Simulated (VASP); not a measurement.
# ZrS4 (Pm-3m) in VASP: further runs

ZrS4 is run at these levels: PBE; tasks: single point.

Program: VASP 6.6.1. These are calculated values, not measurements. Logs are shortened: lines on timing, memory, paths and dates and some standing lists are left out, and cuts for length are marked.

## 1. The cell of the first run

It takes space group Pm-3m (No. 221, cubic). The conventional cell has a = 4.960 Å, b = 4.960 Å, c = 4.960 Å, α = 90.00°, β = 90.00°, γ = 90.00°. Zr (site symmetry m-3m) has 6 S at 2.48 Å within 3.3 Å. Within 3.3 Å of S (site symmetry 4/mmm) lie 2 Zr at 2.48 Å. Within 4.6 Å of S (site symmetry m-3m) lie 12 S at 3.51 Å and 8 Zr at 4.30 Å.

The cell was built from a structure type or drawn by symmetry, and may not be a known phase.

## 2. Single point, PBE

INCAR reads:

```
PREC = Accurate
ENCUT = 520
EDIFF = 1E-6
ISMEAR = 0
SIGMA = 0.1
LREAL = F
LASPH = T
NELM = 100
ALGO = Normal
ISIF = 2
LWAVE = F
LCHARG = F
GGA = PE
NBANDS = 26
```

KPOINTS reads:

```
Automatic mesh
0
Gamma
  4 4 4
```

POSCAR reads:

```
ZrS4
1.0
    4.9604588500      0.0000000000      0.0000000000
    0.0000000000      4.9604588500      0.0000000000
    0.0000000000      0.0000000000      4.9604588500
Zr S
1 4
Direct
    0.5000000000      0.5000000000      0.5000000000
    0.0000000000      0.5000000000      0.5000000000
    0.5000000000      0.0000000000      0.5000000000
    0.5000000000      0.5000000000      0.0000000000
    0.0000000000      0.0000000000      0.0000000000
```

Potentials or basis: VASP PAW PBE potentials, release 64 (Zr_sv, S).

Run with:

```
$ cat potpaw_PBE.64/Zr_sv/POTCAR potpaw_PBE.64/S/POTCAR > POTCAR
$ mpirun -np 1 vasp_std > vasp.out
```

OUTCAR:

```text
PREC = Accurate
   ENCUT = 520
   EDIFF = 1E-6
   ISMEAR = 0
   LREAL = F
   LASPH = T
   NELM = 100
   ISIF = 2
   GGA = PE

 ion  position               nearest neighbor table
   1  0.500  0.500  0.500-   2 2.48   3 2.48   4 2.48   4 2.48   3 2.48   2 2.48
   2  0.000  0.500  0.500-   1 2.48   1 2.48
   3  0.500  0.000  0.500-   1 2.48   1 2.48
   4  0.500  0.500  0.000-   1 2.48   1 2.48
   5  0.000  0.000  0.000-

  LATTYP: Found a simple cubic cell.
 ALAT       =     4.9604588500

  Lattice vectors:

 A1 = (   4.9604588500,   0.0000000000,   0.0000000000)
 A2 = (   0.0000000000,   4.9604588500,   0.0000000000)
 A3 = (   0.0000000000,   0.0000000000,   4.9604588500)

Analysis of symmetry for initial positions (statically):
=====================================================================
 Subroutine PRICEL returns:
 Original cell was already a primitive cell.

 Routine SETGRP: Setting up the symmetry group for a
 simple cubic supercell.

 Subroutine GETGRP returns: Found 48 space group operations
 (whereof 48 operations were pure point group operations)
 out of a pool of 48 trial point group operations.

The static configuration has the point symmetry O_h .

Analysis of symmetry for dynamics (positions and initial velocities):
=====================================================================
 Subroutine PRICEL returns:
 Original cell was already a primitive cell.

 Routine SETGRP: Setting up the symmetry group for a
 simple cubic supercell.

 Subroutine GETGRP returns: Found 48 space group operations
 (whereof 48 operations were pure point group operations)
 out of a pool of 48 trial point group operations.

The dynamic configuration has the point symmetry O_h .

 Subroutine INISYM returns: Found 48 space group operations
 (whereof 48 operations are pure point group operations),
 and found     1 'primitive' translations

----------------------------------------------------------------------------------------

                                     Primitive cell

  volume of cell :     122.0578

  direct lattice vectors                    reciprocal lattice vectors
     4.960458850  0.000000000  0.000000000     0.201594254  0.000000000  0.000000000
     0.000000000  4.960458850  0.000000000     0.000000000  0.201594254  0.000000000
     0.000000000  0.000000000  4.960458850     0.000000000  0.000000000  0.201594254

  length of vectors
     4.960458850  4.960458850  4.960458850     0.201594254  0.201594254  0.201594254

  position of ions in fractional coordinates (direct lattice)
     0.500000000  0.500000000  0.500000000
     0.000000000  0.500000000  0.500000000
     0.500000000  0.000000000  0.500000000
     0.500000000  0.500000000  0.000000000
     0.000000000  0.000000000  0.000000000

  ion indices of the primitive-cell ions
   primitive index   ion index
                 1           1
                 2           2
                 3           3
                 4           4
                 5           5

----------------------------------------------------------------------------------------

 KPOINTS: Automatic mesh

Automatic generation of k-mesh.
 Grid dimensions read from file:
 generate k-points for:    4    4    4

 Generating k-lattice:

  Cartesian coordinates                     Fractional coordinates (reciprocal lattice)
     0.050398563  0.000000000  0.000000000     0.250000000  0.000000000  0.000000000
     0.000000000  0.050398563  0.000000000     0.000000000  0.250000000  0.000000000
     0.000000000  0.000000000  0.050398563     0.000000000  0.000000000  0.250000000

  Length of vectors
     0.050398563  0.050398563  0.050398563

  Shift w.r.t. Gamma in fractional coordinates (k-lattice)
     0.000000000  0.000000000  0.000000000

 Subroutine IBZKPT returns following result:
 ===========================================

 Found     10 irreducible k-points:

 Following reciprocal coordinates:
            Coordinates               Weight
  0.000000  0.000000  0.000000      1.000000
  0.250000  0.000000  0.000000      6.000000
  0.500000  0.000000  0.000000      3.000000
  0.250000  0.250000  0.000000     12.000000
  0.500000  0.250000  0.000000     12.000000
  0.500000  0.500000  0.000000      3.000000
  0.250000  0.250000  0.250000      8.000000
  0.500000  0.250000  0.250000     12.000000
  0.500000  0.500000  0.250000      6.000000
  0.500000  0.500000  0.500000      1.000000
   k-points           NKPTS =     10   k-points in BZ     NKDIM =     10   number of bands    NBANDS=     26
   number of dos      NEDOS =    301   number of ions     NIONS =      5
   total plane-waves  NPLWV =  64000
   dimension x,y,z NGX =    40 NGY =   40 NGZ =   40
   dimension x,y,z NGXF=    80 NGYF=   80 NGZF=   80
   ions per type =               1   4
   NGX,Y,Z   is equivalent  to a cutoff of  13.41, 13.41, 13.41 a.u.
   NGXF,Y,Z  is equivalent  to a cutoff of  26.81, 26.81, 26.81 a.u.
 SYSTEM =  unknown system
   PREC   = accura    normal or accurate (medium, high low for compatibility)
   ISTART =      0    job   : 0-new  1-cont  2-samecut
   ICHARG =      2    charge: 1-file 2-atom 10-const
   ISPIN  =      1    spin polarized calculation?
   LNONCOLLINEAR =      F non collinear calculations
   LSORBIT =      F    spin-orbit coupling
   LASPH  =      T    aspherical Exc in radial PAW
   ENCUT  =  520.0 eV  38.22 Ry    6.18 a.u.   9.22  9.22  9.22*2*pi/ulx,y,z
   NELM   =    100;   NELMIN=  2; NELMDL= -5     # of ELM steps
   EDIFF  = 0.1E-05   stopping-criterion for ELM
   LREAL  =      F    real-space projection
   EDIFFG = 0.1E-04   stopping-criterion for IOM
   NSW    =      0    number of steps for IOM
   IBRION =     -1    ionic relax: 0-MD 1-quasi-New 2-CG
   NFREE  =      0    steps in history (QN), initial steepest desc. (CG)
   ISIF   =      2    stress and relaxation
   ISYM   =      2    0-nonsym 1-usesym 2-fastsym
   POTIM  = 0.5000    time-step for ionic-motion
   TEBEG  =    0.0;   TEEND  =   0.0 temperature during run
   PSTRESS=    0.0 pullay stress
   NELECT =      36.0000    total number of electrons
   NUPDOWN=      -1.0000    fix difference up-down
   EMIN   =  10.00;   EMAX   =-10.00  energy-range for DOS
   EFERMI =   0.00;   METHOD = LEGACY
   ISMEAR =     0;   SIGMA  =   0.10  broadening in eV -4-tet -1-fermi 0-gaus
   EFERMI_NEDOS =   21; number of points for ismear=-14 and -15
   IALGO  =     38    algorithm
   IMIX   =      4    mixing-type and parameters
     AMIX     =   0.40;   BMIX     =  1.00
     AMIX_MAG =   1.60;   BMIX_MAG =  1.00
  volume/ion in A,a.u.               =      24.41       164.74
  Fermi-wavevector in a.u.,A,eV,Ry     =   1.089734  2.059299 16.157192  1.187520
  Thomas-Fermi vector in A             =   2.225943
   LORBIT       =      0    0 simple, 1 ext, 2 COOP (PROOUT), +10 PAW based schemes
   GGA     = PE    functional components
   LHFCALC =     F    Hartree Fock is set to
   AEXX    =    0.0000 exact exchange contribution
   IVDW    =     0    specifies the selected vdW correction
   LEPSILON=     F    determine dielectric tensor
   LRPA    =     F    only Hartree local field effects (RPA)
 non-spin polarized calculation
 Gauss-broadening in eV      SIGMA  =   0.10
  energy-cutoff  :      520.00
  volume of cell :      122.06
 maximum number of plane-waves:      3328
 NGX is ok and might be reduce to    40
   NGX = 19   NGY = 19   NGZ = 19

 number of electron      36.0000004 magnetization

 Free energy of the ion-electron system (eV)
  ---------------------------------------------------
  ext. energy  EPLUGINS =         0.00000000
  ---------------------------------------------------
  free energy    TOTEN  =       -24.62660242 eV

  energy without entropy =      -24.58422560  energy(sigma->0) =      -24.60541401

 E-fermi :   2.9352     XC(G=0):  -9.1921

 val. band max:        2.9191004625   @ k =   0.2500   0.0000   0.0000
 cond. band min:       2.9571678133   @ k =   0.5000   0.2500   0.2500
 fundamental gap:      0.0380673509
 Fermi energy:         2.9351762941

 k-point     1 :       0.0000    0.0000    0.0000
  band No.  band energies     occupation
      1     -45.6806      2.00000
      2     -23.7722      2.00000
      3     -23.7722      2.00000
      4     -23.7722      2.00000
      5      -9.6872      2.00000
      6      -8.5422      2.00000
[... 18 lines left out ...]
     25       6.2614      0.00000
     26       9.6550      0.00000

 k-point     2 :       0.2500    0.0000    0.0000
  band No.  band energies     occupation
      1     -45.6804      2.00000
      2     -23.7852      2.00000
      3     -23.7720      2.00000
      4     -23.7720      2.00000
      5      -9.4784      2.00000
      6      -8.5336      2.00000
[... 18 lines left out ...]
     25       7.4962      0.00000
     26      10.2991      0.00000

 k-point     3 :       0.5000    0.0000    0.0000
  band No.  band energies     occupation
      1     -45.6802      2.00000
      2     -23.7981      2.00000
      3     -23.7716      2.00000
      4     -23.7716      2.00000
      5      -9.1929      2.00000
      6      -8.6226      2.00000
[... 18 lines left out ...]
     25       8.0156      0.00000
     26      11.5687      0.00000

 k-point     4 :       0.2500    0.2500    0.0000
  band No.  band energies     occupation
      1     -45.6802      2.00000
      2     -23.7849      2.00000
      3     -23.7849      2.00000
      4     -23.7717      2.00000
      5      -9.2717      2.00000
      6      -8.5131      2.00000
[... 18 lines left out ...]
     25       8.7387      0.00000
     26      10.9916      0.00000
[... 90 lines left out ...]
      1     -45.6799      2.00000
      2     -23.7975      2.00000
      3     -23.7843      2.00000
      4     -23.7843      2.00000
      5      -8.7736      2.00000
      6      -8.4191      2.00000
[... 18 lines left out ...]
     25       9.8915      0.00000
     26      11.3896      0.00000

 k-point     9 :       0.5000    0.5000    0.2500
  band No.  band energies     occupation
      1     -45.6797      2.00000
      2     -23.7972      2.00000
      3     -23.7972      2.00000
      4     -23.7840      2.00000
      5      -8.5781      2.00000
      6      -8.2818      2.00000
[... 18 lines left out ...]
     25      10.8482      0.00000
     26      10.9200      0.00000

 k-point    10 :       0.5000    0.5000    0.5000
  band No.  band energies     occupation
      1     -45.6796      2.00000
      2     -23.7969      2.00000
      3     -23.7969      2.00000
      4     -23.7969      2.00000
      5      -8.2627      2.00000
      6      -8.2627      2.00000
[... 18 lines left out ...]
     25       9.9447      0.00000
     26       9.9447      0.00000

------------------------ aborting loop because EDIFF is reached ----------------------------------------

  FORCE on cell =-STRESS in cart. coord.  units (eV):
  Direction    XX          YY          ZZ          XY          YZ          ZX
  --------------------------------------------------------------------------------------
  -------------------------------------------------------------------------------------
  Total        0.0098819      0.0098819      0.0098819      0.0000000      0.0000000      0.0000000
  in kB        0.1297132      0.1297132      0.1297132      0.0000000      0.0000000      0.0000000
  external PRESSURE =       0.1297132 kB  Pullay stress =       0.0000000 kB

 VOLUME and BASIS-vectors are now :
 -----------------------------------------------------------------------------
  energy-cutoff  :      520.00
  volume of cell :      122.06
      direct lattice vectors                 reciprocal lattice vectors
     4.960458850  0.000000000  0.000000000     0.201594254  0.000000000  0.000000000
     0.000000000  4.960458850  0.000000000     0.000000000  0.201594254  0.000000000
     0.000000000  0.000000000  4.960458850     0.000000000  0.000000000  0.201594254

 POSITION                                       TOTAL-FORCE (eV/Angst)
 -----------------------------------------------------------------------------------
      2.48023      2.48023      2.48023         0.000000      0.000000      0.000000
      0.00000      2.48023      2.48023         0.000000      0.000000      0.000000
      2.48023      0.00000      2.48023         0.000000      0.000000      0.000000
      2.48023      2.48023      0.00000         0.000000      0.000000      0.000000
      0.00000      0.00000      0.00000         0.000000      0.000000      0.000000
 -----------------------------------------------------------------------------------
    total drift:                                0.000000      0.000000     -0.000000

  FREE ENERGIE OF THE ION-ELECTRON SYSTEM (eV)
  ---------------------------------------------------
  free  energy   TOTEN  =       -24.6266024166 eV

  energy  without entropy=      -24.5842256003  energy(sigma->0) =      -24.60541401
```

It took 18 s on 1 thread of Intel Xeon 6975P-C (Granite Rapids), shared host; peak memory 0.24 GiB.

What came out:

```
Free energy            : -24.6266 eV
Pressure               : 0.0 GPa
Band gap on the k mesh : zero (bands 18 and 19 overlap by 0.82 eV)
```

Levels at points of the mesh, in eV from the Fermi level:
```
           k point  band 14  band 15  band 16  band 17  band 18  band 19  band 20  band 21  band 22  band 23
(0.00, 0.00, 0.00)    -0.79    -0.68    -0.68    -0.68     0.72     0.72     0.72     1.15     1.15     1.15
(0.50, 0.00, 0.00)    -1.38    -1.02    -0.79    -0.34    -0.34    -0.10    -0.10     1.22     3.36     3.51
(0.50, 0.50, 0.00)    -2.00    -2.00    -1.63    -0.81     0.42     0.47     0.47     3.52     3.52     4.08
(0.50, 0.50, 0.50)    -3.63     0.14     0.14     0.14     0.45     0.45     0.45     4.48     4.48     4.48
```

## 3. Single point, PBE

INCAR reads:

```
SYSTEM = ZrS4
PREC = Accurate
ENCUT = 520
EDIFF = 1E-6
ISMEAR = 0
SIGMA = 0.1
LREAL = .False.
LASPH = .True.
NELM = 80
ALGO = Normal
ISIF = 2
LWAVE = .False.
LCHARG = .False.
GGA = PE
NBANDS = 26
```

KPOINTS reads:

```
regular mesh
0
Gamma
  4 4 4
  0 0 0
```

POSCAR is that of step 2.

Potentials or basis: VASP PAW PBE potentials, release 64 (Zr_sv, S).

Run with:

```
$ cat potpaw_PBE.64/Zr_sv/POTCAR potpaw_PBE.64/S/POTCAR > POTCAR
$ mpirun -np 1 vasp_std > vasp.out
```

Wall time 18 s (1 thread of Intel Xeon 6975P-C (Granite Rapids), shared host); peak memory 0.24 GiB.

The run converged. Its results:

- Free energy: -24.6266 eV
- Pressure: 0.0 GPa
- Band gap on the k mesh: zero (bands 18 and 19 overlap by 0.82 eV)

Levels at points of the mesh, in eV from the Fermi level:
| k point | band 16 | band 17 | band 18 | band 19 | band 20 | band 21 |
| --- | --- | --- | --- | --- | --- | --- |
| (0.00, 0.00, 0.00) | -0.68 | -0.68 | 0.72 | 0.72 | 0.72 | 1.15 |
| (0.50, 0.00, 0.00) | -0.79 | -0.34 | -0.34 | -0.10 | -0.10 | 1.22 |
| (0.50, 0.50, 0.00) | -1.63 | -0.81 | 0.42 | 0.47 | 0.47 | 3.52 |
| (0.50, 0.50, 0.50) | 0.14 | 0.14 | 0.45 | 0.45 | 0.45 | 4.48 |
